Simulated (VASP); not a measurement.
# HPb4 (Im-3m) in VASP: relaxation of cell and atoms with PBE

Aim: the relaxation of cell and atoms of HPb4 with PBE.

All numbers are computed with VASP 6.6.1; they aren't measurements. Logs are shortened: lines on timing, memory, paths and dates and some standing lists are left out, and cuts for length are marked.

## 1. The cell of the first run

Symmetry: Im-3m, No. 229, cubic system. Conventional cell: a = 6.545 Å, b = 6.545 Å, c = 6.545 Å, α = 90.00°, β = 90.00°, γ = 90.00°. H (site symmetry m-3m) has 8 Pb at 2.83 Å within 3.7 Å. Within 3.7 Å of Pb (site symmetry -3m) lie 2 H at 2.83 Å and 6 Pb at 3.27 Å.

The cell was generated, and may not be a known phase.

## 2. Relaxation of cell and atoms, PBE

Contents of INCAR:

```
ALGO     = Normal         # electronic algorithm
EDIFF    = 1E-6           # SCF threshold, eV
EDIFFG   = -0.01          # ionic threshold
ENCUT    = 600            # plane-wave cutoff, eV
GGA      = PE             # functional
IBRION   = 2              # ionic algorithm
ISIF     = 3              # what is computed and relaxed
ISMEAR   = 0              # smearing method
LASPH    = True           # aspherical terms in the spheres
LCHARG   = False          # write CHGCAR
LREAL    = False          # projectors in reciprocal space
LWAVE    = False          # write WAVECAR
NELM     = 60             # most SCF steps
NSW      = 100            # ionic steps
PREC     = Accurate       # precision mode
SIGMA    = 0.1            # smearing width, eV
```

Contents of KPOINTS:

```
k-points
0
Gamma
  8 8 8
```

Contents of POSCAR:

```
HPb4
1.0
   -3.2724841299      3.2724841299      3.2724841299
    3.2724841299     -3.2724841299      3.2724841299
    3.2724841299      3.2724841299     -3.2724841299
H Pb
1 4
Direct
    0.0000000000      0.0000000000      0.0000000000
    0.5000000000      0.5000000000      0.5000000000
    0.5000000000      0.0000000000      0.0000000000
    0.0000000000      0.0000000000      0.5000000000
    0.0000000000      0.5000000000      0.0000000000
```

Potentials or basis: VASP PAW PBE potentials, release 64 (H, Pb_d).

Started as:

```console
$ cat potpaw_PBE.64/H/POTCAR potpaw_PBE.64/Pb_d/POTCAR > POTCAR
$ mpirun -np 1 vasp_std > vasp.out
```

OUTCAR:

```text
EDIFF = 1E-6
   EDIFFG = -0.01
   ENCUT = 600
   GGA = PE
   IBRION = 2
   ISIF = 3
   ISMEAR = 0
   LASPH = True
   LREAL = False
   NELM = 60
   NSW = 100
   PREC = Accurate

 ion  position               nearest neighbor table
   1  0.000  0.000  0.000-
   2  0.500  0.500  0.500-   3 3.27   4 3.27   5 3.27   3 3.27   5 3.27   4 3.27
   3  0.500  0.000  0.000-   2 3.27   4 3.27   5 3.27   2 3.27   4 3.27   5 3.27
   4  0.000  0.000  0.500-   2 3.27   3 3.27   5 3.27   5 3.27   3 3.27   2 3.27
   5  0.000  0.500  0.000-   2 3.27   3 3.27   4 3.27   4 3.27   2 3.27   3 3.27

  LATTYP: Found a body centered cubic cell.
 ALAT       =     6.5449682598

  Lattice vectors:

 A1 = (  -3.2724841299,   3.2724841299,   3.2724841299)
 A2 = (   3.2724841299,  -3.2724841299,   3.2724841299)
 A3 = (   3.2724841299,   3.2724841299,  -3.2724841299)

Analysis of symmetry for initial positions (statically):
=====================================================================
 Subroutine PRICEL returns:
 Original cell was already a primitive cell.

 Routine SETGRP: Setting up the symmetry group for a
 body centered cubic supercell.

 Subroutine GETGRP returns: Found 48 space group operations
 (whereof 48 operations were pure point group operations)
 out of a pool of 48 trial point group operations.

The static configuration has the point symmetry O_h .

Analysis of symmetry for dynamics (positions and initial velocities):
=====================================================================
 Subroutine PRICEL returns:
 Original cell was already a primitive cell.

 Routine SETGRP: Setting up the symmetry group for a
 body centered cubic supercell.

 Subroutine GETGRP returns: Found 48 space group operations
 (whereof 48 operations were pure point group operations)
 out of a pool of 48 trial point group operations.

The dynamic configuration has the point symmetry O_h .

 Subroutine INISYM returns: Found 48 space group operations
 (whereof 48 operations are pure point group operations),
 and found     1 'primitive' translations

----------------------------------------------------------------------------------------

                                     Primitive cell

  volume of cell :     140.1821

  direct lattice vectors                    reciprocal lattice vectors
    -3.272484130  3.272484130  3.272484130     0.000000000  0.152789129  0.152789129
     3.272484130 -3.272484130  3.272484130     0.152789129  0.000000000  0.152789129
     3.272484130  3.272484130 -3.272484130     0.152789129  0.152789129  0.000000000

  length of vectors
     5.668108780  5.668108780  5.668108780     0.216076458  0.216076458  0.216076458

  position of ions in fractional coordinates (direct lattice)
     0.000000000  0.000000000  0.000000000
     0.500000000  0.500000000  0.500000000
     0.500000000  0.000000000  0.000000000
     0.000000000  0.000000000  0.500000000
     0.000000000  0.500000000  0.000000000

  ion indices of the primitive-cell ions
   primitive index   ion index
                 1           1
                 2           2
                 3           3
                 4           4
                 5           5

----------------------------------------------------------------------------------------

 KPOINTS: k-points

Automatic generation of k-mesh.
 Grid dimensions read from file:
 generate k-points for:    8    8    8

[... 62 lines left out ...]
   NELM   =     60;   NELMIN=  2; NELMDL= -5     # of ELM steps
   EDIFF  = 0.1E-05   stopping-criterion for ELM
   LREAL  =      F    real-space projection
   EDIFFG = -.1E-01   stopping-criterion for IOM
   NSW    =    100    number of steps for IOM
   IBRION =      2    ionic relax: 0-MD 1-quasi-New 2-CG
   NFREE  =      1    steps in history (QN), initial steepest desc. (CG)
   ISIF   =      3    stress and relaxation
   ISYM   =      2    0-nonsym 1-usesym 2-fastsym
   POTIM  = 0.5000    time-step for ionic-motion
   TEBEG  =    0.0;   TEEND  =   0.0 temperature during run
   PSTRESS=    0.0 pullay stress
   NELECT =      57.0000    total number of electrons
   NUPDOWN=      -1.0000    fix difference up-down
   EMIN   =  10.00;   EMAX   =-10.00  energy-range for DOS
   EFERMI =   0.00;   METHOD = LEGACY
   ISMEAR =     0;   SIGMA  =   0.10  broadening in eV -4-tet -1-fermi 0-gaus
   EFERMI_NEDOS =   21; number of points for ismear=-14 and -15
   IALGO  =     38    algorithm
   IMIX   =      4    mixing-type and parameters
     AMIX     =   0.40;   BMIX     =  1.00
     AMIX_MAG =   1.60;   BMIX_MAG =  1.00
  volume/ion in A,a.u.               =      28.04       189.20
  Fermi-wavevector in a.u.,A,eV,Ry     =   1.212836  2.291929 20.013792  1.470972
  Thomas-Fermi vector in A             =   2.348308
   LORBIT       =      0    0 simple, 1 ext, 2 COOP (PROOUT), +10 PAW based schemes
   GGA     = PE    functional components
   LHFCALC =     F    Hartree Fock is set to
   AEXX    =    0.0000 exact exchange contribution
   IVDW    =     0    specifies the selected vdW correction
   LEPSILON=     F    determine dielectric tensor
   LRPA    =     F    only Hartree local field effects (RPA)
 conjugate gradient relaxation of ions
 non-spin polarized calculation
 Gauss-broadening in eV      SIGMA  =   0.10
  energy-cutoff  :      600.00
  volume of cell :      140.18
 maximum number of plane-waves:      4729
 NGX is ok and might be reduce to    48
   NGX = 23   NGY = 23   NGZ = 23

--------------------------------------- Ionic step        1  -------------------------------------------

 number of electron      56.9999995 magnetization

 Free energy of the ion-electron system (eV)
  ---------------------------------------------------
  ext. energy  EPLUGINS =         0.00000000
  ---------------------------------------------------
  free energy    TOTEN  =       -15.78454522 eV

  energy without entropy =      -15.77307974  energy(sigma->0) =      -15.77881248

------------------------ aborting loop because EDIFF is reached ----------------------------------------

  FORCE on cell =-STRESS in cart. coord.  units (eV):
  Direction    XX          YY          ZZ          XY          YZ          ZX
  --------------------------------------------------------------------------------------
  -------------------------------------------------------------------------------------
  Total       -0.2598921     -0.2598921     -0.2598921     -0.0000000     -0.0000000     -0.0000000
  in kB       -2.9703734     -2.9703734     -2.9703734     -0.0000000     -0.0000000     -0.0000000
  external PRESSURE =      -2.9703734 kB  Pullay stress =       0.0000000 kB

 VOLUME and BASIS-vectors are now :
 -----------------------------------------------------------------------------
  energy-cutoff  :      600.00
  volume of cell :      140.18
      direct lattice vectors                 reciprocal lattice vectors
    -3.272484130  3.272484130  3.272484130     0.000000000  0.152789129  0.152789129
     3.272484130 -3.272484130  3.272484130     0.152789129  0.000000000  0.152789129
     3.272484130  3.272484130 -3.272484130     0.152789129  0.152789129  0.000000000

 POSITION                                       TOTAL-FORCE (eV/Angst)
 -----------------------------------------------------------------------------------
      0.00000      0.00000      0.00000        -0.000000     -0.000000     -0.000000
      1.63624      1.63624      1.63624        -0.000000     -0.000000     -0.000000
     -1.63624      1.63624      1.63624         0.000000      0.000000      0.000000
      1.63624      1.63624     -1.63624         0.000000      0.000000     -0.000000
      1.63624     -1.63624      1.63624        -0.000000      0.000000     -0.000000
 -----------------------------------------------------------------------------------
    total drift:                                0.000000      0.000000     -0.000000

  FREE ENERGIE OF THE ION-ELECTRON SYSTEM (eV)
  ---------------------------------------------------
  free  energy   TOTEN  =       -15.7845452236 eV

  energy  without entropy=      -15.7730797376  energy(sigma->0) =      -15.77881248

--------------------------------------- Ionic step        2  -------------------------------------------

 number of electron      56.9999999 magnetization

 Free energy of the ion-electron system (eV)
  ---------------------------------------------------
  ext. energy  EPLUGINS =         0.00000000
  ---------------------------------------------------
  free energy    TOTEN  =       -15.78562038 eV

  energy without entropy =      -15.77425445  energy(sigma->0) =      -15.77993742

 E-fermi :   5.7377     XC(G=0):  -9.6016

 val. band max:        5.7023111195   @ k =   0.5000   0.5000   0.3750
 cond. band min:       5.7507768840   @ k =   0.1250   0.1250   0.0000
 fundamental gap:      0.0484657645
 Fermi energy:         5.7377328641

 k-point     1 :       0.0000    0.0000    0.0000
  band No.  band energies     occupation
      1     -11.4657      2.00000
      2     -11.4657      2.00000
      3     -11.2986      2.00000
      4     -11.2661      2.00000
      5     -11.2661      2.00000
      6     -11.2552      2.00000
[... 877 lines left out ...]
     33       9.0868      0.00000
     34      10.9720      0.00000

 [... further k-points ...]
[... 5 lines left out ...]
  --------------------------------------------------------------------------------------
  -------------------------------------------------------------------------------------
  Total       -0.0186744     -0.0186744     -0.0186744     -0.0000000     -0.0000000      0.0000000
  in kB       -0.2150484     -0.2150484     -0.2150484     -0.0000000     -0.0000000      0.0000000
  external PRESSURE =      -0.2150484 kB  Pullay stress =       0.0000000 kB

 VOLUME and BASIS-vectors are now :
 -----------------------------------------------------------------------------
  energy-cutoff  :      600.00
  volume of cell :      139.13
      direct lattice vectors                 reciprocal lattice vectors
    -3.264278124  3.264278124  3.264278124     0.000000000  0.153173223  0.153173223
     3.264278124 -3.264278124  3.264278124     0.153173223  0.000000000  0.153173223
     3.264278124  3.264278124 -3.264278124     0.153173223  0.153173223  0.000000000

 POSITION                                       TOTAL-FORCE (eV/Angst)
 -----------------------------------------------------------------------------------
      3.26428      3.26428      3.26428        -0.000000      0.000000     -0.000000
      1.63214      1.63214      1.63214        -0.000000     -0.000000      0.000000
     -1.63214      1.63214      1.63214         0.000000      0.000000      0.000000
     -1.63214      4.89642      1.63214         0.000000     -0.000000     -0.000000
      4.89642      1.63214     -1.63214        -0.000000      0.000000     -0.000000
 -----------------------------------------------------------------------------------
    total drift:                               -0.000000      0.000000      0.000000

  FREE ENERGIE OF THE ION-ELECTRON SYSTEM (eV)
  ---------------------------------------------------
  free  energy   TOTEN  =       -15.7856203832 eV

  energy  without entropy=      -15.7742544531  energy(sigma->0) =      -15.77993742

 reached required accuracy - stopping structural energy minimisation
```

It took 2.9 min on 1 thread of Intel Xeon Platinum 8488C (Sapphire Rapids), shared host; peak memory 0.4 GiB.

What came out:

- Free energy: -15.7856 eV
- Relaxed volume: 27.83 Å³/atom
- Relaxed cell: a = 5.654 Å, b = 5.654 Å, c = 5.654 Å, α = 109.47°, β = 109.47°, γ = 109.47°
- Space group after relaxing (to 0.1 Å): Im-3m (No. 229)
- Energy gained by relaxing: 0.2 meV/atom
- Ionic steps: 2
- Pressure after relaxing: 0.0 GPa
- Band gap on the k mesh: zero (an odd number of electrons rules out a gap without spin polarisation)

The path:
```
step  energy change (eV)  largest force (eV/Å)  pressure (GPa)  volume (Å³)
   1              0.0000                0.0000           -0.30       140.18
   2             -0.0011                0.0000           -0.02       139.13
```

Final structure:
```yaml
crystal:
  lattice:
    - [-3.26428, 3.26428, 3.26428]
    - [3.26428, -3.26428, 3.26428]
    - [3.26428, 3.26428, -3.26428]
  atoms:
    - { symbol: H, position: [0.00000, 0.00000, 0.00000] }
    - { symbol: Pb, position: [0.50000, 0.50000, 0.50000] }
    - { symbol: Pb, position: [0.50000, 0.00000, 0.00000] }
    - { symbol: Pb, position: [0.00000, 0.00000, 0.50000] }
    - { symbol: Pb, position: [0.00000, 0.50000, 0.00000] }
```

Caveat: spin-orbit coupling is left out, which moves the levels of the heavy elements.

The gap in the log of VASP goes by the Fermi energy; the results here count the filled bands.